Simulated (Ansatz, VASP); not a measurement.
**ZrSi2 in VASP and in Ansatz**

```
CELL_PARAMETERS angstrom
1.83731 -7.28455 0.00000
1.83731 7.28455 0.00000
0.00000 0.00000 3.65673
ATOMIC_POSITIONS crystal
Zr 0.89527 0.10473 0.25000
Zr 0.10473 0.89527 0.75000
Si 0.44606 0.55394 0.75000
Si 0.55394 0.44606 0.25000
Si 0.25024 0.74976 0.25000
Si 0.74976 0.25024 0.75000
```

Alike in both runs: functional PBEsol; k mesh 10 × 10 × 10; occupations gaussian, width 0.1 eV; no spin polarisation.

Ansatz relaxed the structure, and its values are those at the end. VASP's run is a single point on that final structure, the one shown.

```csv
,VASP,Ansatz
version,VASP 6.6.1,Ansatz 0.2.0
potentials or method,"VASP PAW PBE potentials, release 64 (Zr_sv, Si), cutoff 520 eV","scalar-relativistic, plane waves, PAW"
valence electrons in the cell,40,40
```

```tsv
	VASP	Ansatz	Ansatz less VASP
gap on the k mesh at the Fermi level (eV)	none	none	-
pressure (GPa)	0.1	0.0	-0.14
```

VASP's potentials were made for PBE, not for PBEsol, and Ansatz warns of the same on its side. A gap of «none» marks a metal or a gap that the smearing closes.
